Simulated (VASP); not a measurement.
Wanted: the native input for a VASP 6.6.1 run.

- Task: relaxation of cell and atoms
- Functional: PBE
- Potentials or basis: VASP PAW PBE potentials, release 64 (Zn, Bi_d)
- Cutoff: 600 eV
- k mesh: 10 × 10 × 6
- Occupations: gaussian, width 0.1 eV
- Spin: no spin polarisation
- Dipole correction: no
- Further INCAR settings: ALGO = Fast; EDIFF = 1e-07; IBRION = 2; EDIFFG = -0.01; NSW = 100; ISIF = 3

The structure of Zn3Bi2 lies in POSCAR:

```
Zn3Bi2
1.0
    4.2702435335      0.0000000000      0.0000000000
    0.0000000000      4.2702435335      0.0000000000
    0.0000000000      0.0000000000      6.6028863564
Zn Bi
3 2
Direct
    0.5000000000      0.0000000000      0.9946096813
    0.0000000000      0.5000000000      0.9946096813
    0.0000000000      0.0000000000      0.2467917670
    0.0000000000      0.0000000000      0.6996256975
    0.5000000000      0.5000000000      0.3343630930
```

The cell was built from a structure type or drawn by symmetry, and may not be a known phase.

The input as run:

INCAR

```
ALGO     = Fast           # electronic algorithm
EDIFF    = 1E-7           # SCF threshold, eV
EDIFFG   = -0.01          # ionic threshold
ENCUT    = 600            # plane-wave cutoff, eV
GGA      = PE             # functional
IBRION   = 2              # ionic algorithm
ISIF     = 3              # what is computed and relaxed
ISMEAR   = 0              # smearing method
LASPH    = True           # aspherical terms in the spheres
LCHARG   = False          # write CHGCAR
LREAL    = False          # projectors in reciprocal space
LWAVE    = False          # write WAVECAR
NELM     = 60             # most SCF steps
NSW      = 100            # ionic steps
PREC     = Accurate       # precision mode
SIGMA    = 0.1            # smearing width, eV
```

KPOINTS

```
k-points
0
Gamma
  10 10 6
```

Potentials or basis: VASP PAW PBE potentials, release 64 (Zn, Bi_d).

Launch:

```console
$ cat potpaw_PBE.64/Zn/POTCAR potpaw_PBE.64/Bi_d/POTCAR > POTCAR
$ mpirun -np 1 vasp_std > vasp.out
```

Results of the run:

The relaxed volume is 24.35 Å³/atom, the relaxed cell is a = 4.283 Å, b = 4.283 Å, c = 6.636 Å, α = 90.00°, β = 90.00°, γ = 90.00° and the space group after relaxing (to 0.1 Å) is P4mm (No. 99). The energy gained by relaxing is 1.7 meV/atom. The ionic steps are 11, the pressure after relaxing is 0.0 GPa and the largest force after relaxing is 0.008 eV/Å. The band gap on the k mesh is zero (bands 33 and 34 overlap by 2.79 eV).

Caveat: spin-orbit coupling is left out, which moves the levels of the heavy elements.

Run time: 85 min on 1 thread of Intel Xeon 8259CL (shared host), peak memory 0.55 GiB.
